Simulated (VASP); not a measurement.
Input of a VASP 6.6.1 run:

File INCAR:

```
SYSTEM = S
  PREC = Accurate
  ENCUT = 520
  EDIFF = 1E-6
  ISMEAR = 0
  SIGMA = 0.15
  LREAL = .FALSE.
  LASPH = .TRUE.
  NELM = 80
  ALGO = Normal
  ISIF = 2
  LWAVE = .FALSE.
  LCHARG = .TRUE.
  GGA = PE
  IVDW = 12
  LELF = .TRUE.
  LVHAR = .TRUE.
  NBANDS = 9
```

Contents of KPOINTS:

```
Automatic mesh
0
G
  22 22 22
  0 0 0
```

Contents of POSCAR:

```
S
1.0
    0.0000000000      1.9319856250      2.1251841875
    1.9319856250      0.0000000000      2.1251841875
    1.9319856250      1.9319856250      0.0000000000
S
1
Direct
    0.0000000000      0.0000000000      0.0000000000
```

Potentials or basis: VASP PAW PBE potentials, release 64 (S).

Run with:

```console
$ cat potpaw_PBE.64/S/POTCAR > POTCAR
$ mpirun -np 1 vasp_std > vasp.out
```

Problem. What does it give for the pressure?

Solution. -3.9 GPa.

Problem. Predict the dispersion energy per atom.

Solution. -0.383 eV.

Problem. Estimate the band gap on the k mesh.

Solution. Zero (bands 3 and 4 overlap by 5.98 eV).

Stress tensor (GPa, compression positive):
```
-6.87  0.00  0.00
 0.00 -6.87  0.00
 0.00  0.00  1.93
```

Caveat: the stress differs along the axes, from -7 to 2 GPa.
